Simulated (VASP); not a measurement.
# GeS (Pnma) in VASP: a series of runs, part 2 of 2

VASP 6.6.1. Earlier steps stand in the parts before.

## Step 5: Single point, PBE+D4

This run uses another cell than the first one, of 20.04 Å³/atom.

File INCAR:

```
SYSTEM = GeS
PREC     = Accurate       ! precision mode
ENCUT    = 500            ! plane-wave cutoff, eV
EDIFF    = 1E-6           ! SCF threshold, eV
ISMEAR   = -1             ! smearing method
SIGMA    = 0.02           ! smearing width, eV
LREAL    = .False.        ! projectors in reciprocal space
LASPH    = .True.         ! aspherical terms in the spheres
NELM     = 120            ! most SCF steps
ALGO     = Normal         ! electronic algorithm
ISIF     = 2              ! what is computed and relaxed
LWAVE    = .False.        ! write WAVECAR
LCHARG   = .True.         ! write CHGCAR
GGA      = PE             ! functional
IVDW     = 13             ! dispersion correction
LELF     = .True.         ! ELF
LVHAR    = .True.       
NBANDS   = 50             ! bands
GGA_COMPAT= .False.
```

File KPOINTS:

```
regular mesh
0
Gamma
  2 6 6
  0 0 0
```

File POSCAR:

```
GeS
1.0
   10.4040879501      0.0000000000      0.0000000000
    0.0000000000      3.6715453961      0.0000000000
    0.0000000000      0.0000000000      4.1979615697
Ge S
4 4
Direct
    0.1207358855      0.2500000000      0.1209823811
    0.3792641145      0.7500000000      0.6209823811
    0.6207358855      0.2500000000      0.3790176189
    0.8792641145      0.7500000000      0.8790176189
    0.8513099368      0.2500000000      0.4978389602
    0.6486900632      0.7500000000     -0.0021610398
    0.3513099368      0.2500000000      1.0021610398
    0.1486900632      0.7500000000      0.5021610398
```

Potentials or basis: VASP PAW PBE potentials, release 64 (Ge_d, S).

Run with:

```console
cat potpaw_PBE.64/Ge_d/POTCAR potpaw_PBE.64/S/POTCAR > POTCAR
mpirun -np 1 vasp_std > vasp.out
```

OUTCAR:

```text
SYSTEM = GeS
   PREC = Accurate
   ENCUT = 500
   EDIFF = 1E-6
   ISMEAR = -1
   LREAL = .False.
   LASPH = .True.
   NELM = 120
   ISIF = 2
   GGA = PE
   IVDW = 13

 ion  position               nearest neighbor table
   1  0.121  0.250  0.121-   7 2.45   8 2.45   8 2.45
   2  0.379  0.750  0.621-   8 2.45   7 2.45   7 2.45
   3  0.621  0.250  0.379-   5 2.45   6 2.45   6 2.45
   4  0.879  0.750  0.879-   6 2.45   5 2.45   5 2.45
   5  0.851  0.250  0.498-   3 2.45   4 2.45   4 2.45
   6  0.649  0.750  0.998-   4 2.45   3 2.45   3 2.45
   7  0.351  0.250  0.002-   1 2.45   2 2.45   2 2.45
   8  0.149  0.750  0.502-   2 2.45   1 2.45   1 2.45

  LATTYP: Found a simple orthorhombic cell.
 ALAT       =     3.6715453961
 B/A-ratio  =     1.1433772749
 C/A-ratio  =     2.8337081059

  Lattice vectors:

 A1 = (   0.0000000000,   3.6715453961,   0.0000000000)
 A2 = (   0.0000000000,   0.0000000000,   4.1979615697)
 A3 = (  10.4040879501,   0.0000000000,   0.0000000000)

Analysis of symmetry for initial positions (statically):
=====================================================================
 Subroutine PRICEL returns:
 Original cell was already a primitive cell.
[... 194 lines left out ...]
      2     -19.1817      2.00000
      3     -19.1781      2.00000
      4     -19.1755      2.00000
      5     -19.1755      2.00000
      6     -19.1734      2.00000
[... 1261 lines left out ...]
     49      11.4320      0.00000
     50      11.4320      0.00000

 [... further k-points ...]

------------------------ aborting loop because EDIFF is reached ----------------------------------------

  DFT-D4 for vdW energy calculation

  Edisp (eV):   -3.14105

  FORCE on cell =-STRESS in cart. coord.  units (eV):
  Direction    XX          YY          ZZ          XY          YZ          ZX
  --------------------------------------------------------------------------------------
  -------------------------------------------------------------------------------------
  Total      -0.12029    -0.09732    -0.04526     0.00000     0.00000     0.00000
  in kB      -1.20180    -0.97234    -0.45217     0.00000     0.00000     0.00000
  external pressure =       -0.88 kB  Pullay stress =        0.00 kB

 VOLUME and BASIS-vectors are now :
 -----------------------------------------------------------------------------
  energy-cutoff  :      500.00
  volume of cell :      160.36
      direct lattice vectors                 reciprocal lattice vectors
    10.404087950  0.000000000  0.000000000     0.096116066  0.000000000  0.000000000
     0.000000000  3.671545396  0.000000000     0.000000000  0.272364874  0.000000000
     0.000000000  0.000000000  4.197961570     0.000000000  0.000000000  0.238210851

 POSITION                                       TOTAL-FORCE (eV/Angst)
 -----------------------------------------------------------------------------------
      1.25615      0.91789      0.50788         0.002681     -0.000000     -0.006037
      3.94590      2.75366      2.60686        -0.002681     -0.000000     -0.006037
      6.45819      0.91789      1.59110         0.002681      0.000000      0.006037
      9.14794      2.75366      3.69008        -0.002681      0.000000      0.006037
      8.85710      0.91789      2.08991        -0.000285      0.000000     -0.004751
      6.74903      2.75366      4.18889         0.000285      0.000000     -0.004751
      3.65506      0.91789      0.00907        -0.000285     -0.000000      0.004751
      1.54698      2.75366      2.10805         0.000285      0.000000      0.004751
 -----------------------------------------------------------------------------------
    total drift:                                0.000000     -0.000000      0.000000

  FREE ENERGIE OF THE ION-ELECTRON SYSTEM (eV)
  ---------------------------------------------------
  free  energy   TOTEN  =       -39.6605657388 eV

  energy  without entropy=      -39.6605657388  energy(sigma->0) =      -39.66056574
```

OSZICAR:

```text
N       E                     dE             d eps       ncg     rms          rms(c)
DAV:   1     0.923455020041E+03    0.92346E+03   -0.35253E+04  4064   0.355E+03
DAV:   2     0.151032486714E+03   -0.77242E+03   -0.73757E+03  3200   0.952E+02
DAV:   3    -0.214257398561E+02   -0.17246E+03   -0.16383E+03  3646   0.229E+02
DAV:   4    -0.367665278198E+02   -0.15341E+02   -0.15049E+02  3942   0.733E+01
DAV:   5    -0.372671836342E+02   -0.50066E+00   -0.49818E+00  3732   0.137E+01    0.133E+01
DAV:   6    -0.365300298058E+02    0.73715E+00   -0.14562E+00  4554   0.656E+00    0.864E+00
DAV:   7    -0.365309385762E+02   -0.90877E-03   -0.66706E-01  4206   0.299E+00    0.190E+00
DAV:   8    -0.365189385634E+02    0.12000E-01   -0.82029E-02  4350   0.200E+00    0.414E-01
DAV:   9    -0.365193738442E+02   -0.43528E-03   -0.10638E-02  3944   0.639E-01    0.146E-01
DAV:  10    -0.365194632121E+02   -0.89368E-04   -0.80004E-04  3834   0.145E-01    0.673E-02
DAV:  11    -0.365195151513E+02   -0.51939E-04   -0.85318E-05  4250   0.533E-02    0.245E-02
DAV:  12    -0.365195133182E+02    0.18330E-05   -0.24187E-05  3380   0.225E-02    0.956E-03
DAV:  13    -0.365195150101E+02   -0.16918E-05   -0.69907E-06  3276   0.191E-02    0.461E-03
DAV:  14    -0.365195149385E+02    0.71519E-07   -0.83887E-07  2060   0.728E-03
   1 F= -.39660566E+02 E0= -.39660566E+02  d E =-.357856E-11
```

Wall time 5.6 min (1 thread of Intel Xeon 8259CL, shared host); peak memory 0.36 GiB.

Results:

```yaml
Free_energy: -39.6606 eV
Pressure: -0.1 GPa
Largest_force: 0.007 eV/Å
Band_gap_on_the_k_mesh: 0.97 eV (least direct gap 1.11 eV)
Dispersion_energy_per_atom: -0.393 eV
```

Forces in eV/Å, atoms in the order of the input:
```
Ge   0.003  0.000 -0.006
Ge  -0.003  0.000 -0.006
Ge   0.003  0.000  0.006
Ge  -0.003  0.000  0.006
S    0.000  0.000 -0.005
S    0.000  0.000 -0.005
S    0.000  0.000  0.005
S    0.000  0.000  0.005
```

Levels at points of the mesh, in eV from the valence-band top:
| k point | band 37 | band 38 | band 39 | band 40 | band 41 | band 42 | band 43 | band 44 |
| --- | --- | --- | --- | --- | --- | --- | --- | --- |
| (0.00, 0.00, 0.00) | -1.71 | -0.97 | -0.85 | -0.14 | 0.97 | 2.69 | 2.84 | 3.08 |
| (0.50, 0.00, 0.00) | -1.99 | -1.99 | -0.43 | -0.43 | 2.47 | 2.47 | 2.66 | 2.66 |
| (0.00, 0.50, 0.00) | -1.34 | -1.34 | -1.10 | -1.10 | 1.46 | 1.46 | 1.65 | 1.65 |
| (0.50, 0.50, 0.00) | -1.43 | -1.43 | -1.43 | -1.43 | 1.83 | 1.83 | 1.83 | 1.83 |
| (0.00, 0.00, 0.50) | -0.91 | -0.91 | -0.20 | -0.20 | 1.64 | 1.64 | 2.50 | 2.50 |
| (0.50, 0.00, 0.50) | -0.68 | -0.68 | -0.23 | -0.23 | 1.59 | 1.59 | 2.42 | 2.42 |
| (0.00, 0.50, 0.50) | -2.34 | -2.34 | -1.51 | -1.51 | 3.15 | 3.15 | 3.39 | 3.39 |
| (0.50, 0.50, 0.50) | -1.54 | -1.54 | -1.54 | -1.54 | 2.80 | 2.80 | 2.80 | 2.80 |

A k mesh can miss the band edges.

## Step 6: Single point, PBE+D3(BJ)

This run uses another cell than the first one, of 21.40 Å³/atom.

File INCAR:

```
SYSTEM = GeS
ALGO = Normal
EDIFF = 1E-6
ENCUT = 500
GGA = PE
GGA_COMPAT = .False.
ISIF = 2
ISMEAR = -1
IVDW = 12
LASPH = .True.
LCHARG = .False.
LREAL = .False.
LWAVE = .False.
NBANDS = 50
NELM = 120
PREC = Accurate
SIGMA = 0.02
```

File KPOINTS:

```
k-points
0
Gamma
  2 6 6
  0 0 0
```

File POSCAR:

```
GeS
1.0
   10.6786775929      0.0000000000      0.0000000000
    0.0000000000      3.6848740547      0.0000000000
    0.0000000000      0.0000000000      4.3508306662
Ge S
4 4
Direct
    0.1249534369      0.2500000000      0.1330378960
    0.3750465631      0.7500000000      0.6330378960
    0.6249534369      0.2500000000      0.3669621040
    0.8750465631      0.7500000000      0.8669621040
    0.8490943614      0.2500000000      0.4969893044
    0.6509056386      0.7500000000     -0.0030106956
    0.3490943614      0.2500000000      1.0030106956
    0.1509056386      0.7500000000      0.5030106956
```

Potentials or basis: VASP PAW PBE potentials, release 64 (Ge_d, S).

Run with:

```console
cat potpaw_PBE.64/Ge_d/POTCAR potpaw_PBE.64/S/POTCAR > POTCAR
mpirun -np 1 vasp_std > vasp.out
```

OUTCAR:

```text
SYSTEM = GeS
   EDIFF = 1E-6
   ENCUT = 500
   GGA = PE
   ISIF = 2
   ISMEAR = -1
   IVDW = 12
   LASPH = .True.
   LREAL = .False.
   NELM = 120
   PREC = Accurate
 IVDW          = 12

 ion  position               nearest neighbor table
   1  0.125  0.250  0.133-   7 2.46   8 2.46   8 2.46
   2  0.375  0.750  0.633-   8 2.46   7 2.46   7 2.46
   3  0.625  0.250  0.367-   5 2.46   6 2.46   6 2.46
   4  0.875  0.750  0.867-   6 2.46   5 2.46   5 2.46
   5  0.849  0.250  0.497-   3 2.46   4 2.46   4 2.46
   6  0.651  0.750  0.997-   4 2.46   3 2.46   3 2.46
   7  0.349  0.250  0.003-   1 2.46   2 2.46   2 2.46
   8  0.151  0.750  0.503-   2 2.46   1 2.46   1 2.46

  LATTYP: Found a simple orthorhombic cell.
 ALAT       =     3.6848740547
 B/A-ratio  =     1.1807271026
 C/A-ratio  =     2.8979762766

  Lattice vectors:

 A1 = (   0.0000000000,   3.6848740547,   0.0000000000)
 A2 = (   0.0000000000,   0.0000000000,   4.3508306662)
 A3 = (  10.6786775929,   0.0000000000,   0.0000000000)

Analysis of symmetry for initial positions (statically):
=====================================================================
 Subroutine PRICEL returns:
 Original cell was already a primitive cell.

 Routine SETGRP: Setting up the symmetry group for a
 simple orthorhombic supercell.

 Subroutine GETGRP returns: Found  8 space group operations
 (whereof  2 operations were pure point group operations)
 out of a pool of  8 trial point group operations.

The static configuration has the point symmetry S_2 .
 The point group associated with its full space group is D_2h.

Analysis of symmetry for dynamics (positions and initial velocities):
=====================================================================
 Subroutine PRICEL returns:
 Original cell was already a primitive cell.

[... 142 lines left out ...]
  Fermi-wavevector in a.u.,A,eV,Ry     =   1.270381  2.400672 21.958013  1.613868
  Thomas-Fermi vector in A             =   2.403372
   LORBIT       =      0    0 simple, 1 ext, 2 COOP (PROOUT), +10 PAW based schemes
   GGA     = PE    functional components
   LHFCALC =     F    Hartree Fock is set to
   AEXX    =    0.0000 exact exchange contribution
   IVDW    =    12    specifies the selected vdW correction
   LEPSILON=     F    determine dielectric tensor
   LRPA    =     F    only Hartree local field effects (RPA)
 non-spin polarized calculation
  energy-cutoff  :      500.00
  volume of cell :      171.20
 maximum number of plane-waves:      4378
 NGX is ok and might be reduce to    80
   NGX = 39   NGY = 13   NGZ = 15

 number of electron      80.0000042 magnetization

 Free energy of the ion-electron system (eV)
  ---------------------------------------------------
  ext. energy  EPLUGINS =         0.00000000
  ---------------------------------------------------
  free energy    TOTEN  =       -36.62314491 eV

  energy without entropy =      -36.62314491  energy(sigma->0) =      -36.62314491

 E-fermi :   4.9512     XC(G=0):  -9.9053

 val. band max:        4.4933957864   @ k =   0.0000   0.0000   0.3333
 cond. band min:       5.7209219085   @ k =   0.0000   0.0000   0.0000
 fundamental gap:      1.2275261221
 Fermi energy:         4.9512306964

 k-point     1 :       0.0000    0.0000    0.0000
  band No.  band energies     occupation
      1     -19.8357      2.00000
      2     -19.8335      2.00000
      3     -19.8289      2.00000
      4     -19.8275      2.00000
      5     -19.8271      2.00000
      6     -19.8261      2.00000
[... 1261 lines left out ...]
     49      10.4221      0.00000
     50      10.4221      0.00000

 [... further k-points ...]

------------------------ aborting loop because EDIFF is reached ----------------------------------------

 Edisp (eV)   -2.61646

 E8    (eV) :    -1.0679

  FORCE on cell =-STRESS in cart. coord.  units (eV):
  Direction    XX          YY          ZZ          XY          YZ          ZX
  --------------------------------------------------------------------------------------
  -------------------------------------------------------------------------------------
  Total      -0.08767    -0.12181    -0.07497     0.00000     0.00000     0.00000
  in kB      -0.82040    -1.13993    -0.70159     0.00000     0.00000     0.00000
  external pressure =       -0.89 kB  Pullay stress =        0.00 kB

 VOLUME and BASIS-vectors are now :
 -----------------------------------------------------------------------------
  energy-cutoff  :      500.00
  volume of cell :      171.20
      direct lattice vectors                 reciprocal lattice vectors
    10.678677593  0.000000000  0.000000000     0.093644554  0.000000000  0.000000000
     0.000000000  3.684874055  0.000000000     0.000000000  0.271379696  0.000000000
     0.000000000  0.000000000  4.350830666     0.000000000  0.000000000  0.229841168

 POSITION                                       TOTAL-FORCE (eV/Angst)
 -----------------------------------------------------------------------------------
      1.33434      0.92122      0.57883         0.000619     -0.000000     -0.005972
      4.00500      2.76366      2.75424        -0.000619      0.000000     -0.005972
      6.67368      0.92122      1.59659         0.000619     -0.000000      0.005972
      9.34434      2.76366      3.77201        -0.000619     -0.000000      0.005972
      9.06720      0.92122      2.16232         0.000345     -0.000000     -0.005153
      6.95081      2.76366      4.33773        -0.000345     -0.000000     -0.005153
      3.72787      0.92122      0.01310         0.000345     -0.000000      0.005153
      1.61147      2.76366      2.18851        -0.000345     -0.000000      0.005153
 -----------------------------------------------------------------------------------
    total drift:                                0.000000     -0.000000     -0.000000

  FREE ENERGIE OF THE ION-ELECTRON SYSTEM (eV)
  ---------------------------------------------------
  free  energy   TOTEN  =       -39.2396065101 eV

  energy  without entropy=      -39.2396065101  energy(sigma->0) =      -39.23960651
```

stdout:

```text
POSCAR found type information on POSCAR GeS
 POSCAR found :  2 types and       8 ions
 scaLAPACK will be used
 LDA part: xc-table for (Slater+PW92), standard interpolation
 POSCAR, INCAR and KPOINTS ok, starting setup
 FFT: planning ... GRIDC
 FFT: planning ... GRID_SOFT
 FFT: planning ... GRID
 WAVECAR not read
 entering main loop
```

Wall time 5.3 min (1 thread of Intel Xeon 8259CL, shared host); peak memory 0.38 GiB.

What came out:

- Free energy: -39.2396 eV
- Pressure: -0.1 GPa
- Largest force: 0.006 eV/Å
- Band gap on the k mesh: 1.23 eV (least direct gap 1.24 eV)
- Dispersion energy per atom: -0.327 eV

Forces on the atoms (eV/Å):
```
Ge   0.001  0.000 -0.006
Ge  -0.001  0.000 -0.006
Ge   0.001  0.000  0.006
Ge  -0.001  0.000  0.006
S    0.000  0.000 -0.005
S    0.000  0.000 -0.005
S    0.000  0.000  0.005
S    0.000  0.000  0.005
```

Levels at points of the mesh, in eV from the valence-band top:
```csv
k point,band 38,band 39,band 40,band 41,band 42,band 43
"(0.00, 0.00, 0.00)",-0.83,-0.70,-0.01,1.23,2.71,2.82
"(0.50, 0.00, 0.00)",-1.78,-0.31,-0.31,2.52,2.52,2.65
"(0.00, 0.50, 0.00)",-1.33,-1.01,-1.01,1.59,1.59,1.66
"(0.50, 0.50, 0.00)",-1.35,-1.35,-1.35,1.86,1.86,1.86
"(0.00, 0.00, 0.50)",-0.85,-0.21,-0.21,1.76,1.76,2.55
"(0.50, 0.00, 0.50)",-0.65,-0.23,-0.23,1.75,1.75,2.43
"(0.00, 0.50, 0.50)",-2.01,-1.23,-1.23,3.19,3.19,3.40
"(0.50, 0.50, 0.50)",-1.35,-1.35,-1.35,2.98,2.98,2.98
```

## Step 7: The runs side by side

| level | potentials or basis | cell | k mesh | cutoff (eV) | smearing | gap on the mesh (eV) | pressure (GPa) | largest force (eV/Å) |
| --- | --- | --- | --- | --- | --- | --- | --- | --- |
| PBE | VASP PAW PBE potentials, release 64 (Ge_d, S) | a = 10.608, b = 3.608, c = 4.422 Å, 8 atoms, atomic positions A | 4 × 8 × 6 | 500 | fermi-dirac 0.02 eV | 1.10 | 2.3 | 0.27 |
| LDA | VASP PAW LDA potentials, release 64 (Ge_d, S) | a = 10.608, b = 3.608, c = 4.422 Å, 8 atoms, atomic positions A | 4 × 8 × 6 | 500 | gaussian 0.01 eV | 1.00 | -2.6 | 0.07 |
| r2SCAN+rVV10 | VASP PAW PBE potentials, release 64 (Ge_d, S) | a = 10.608, b = 3.608, c = 4.422 Å, 8 atoms, atomic positions A | 2 × 6 × 6 | 550 | fermi-dirac 0.02 eV | 1.27 | -0.1 | 0.01 |
| PBE+D4 | VASP PAW PBE potentials, release 64 (Ge_d, S) | a = 10.404, b = 3.672, c = 4.198 Å, 8 atoms, atomic positions B | 2 × 6 × 6 | 500 | fermi-dirac 0.02 eV | 0.97 | -0.1 | 0.01 |
| PBE+D3(BJ) | VASP PAW PBE potentials, release 64 (Ge_d, S) | a = 10.679, b = 3.685, c = 4.351 Å, 8 atoms, atomic positions C | 2 × 6 × 6 | 500 | fermi-dirac 0.02 eV | 1.23 | -0.1 | 0.01 |

Alike in all rows: task single point; no spin polarisation.

Caveats: the PAW data sets were made with another functional, which shifts forces and pressure a little (at least some runs).

Total energies depend on the potentials used, so only differences within one code and one set of settings carry meaning.
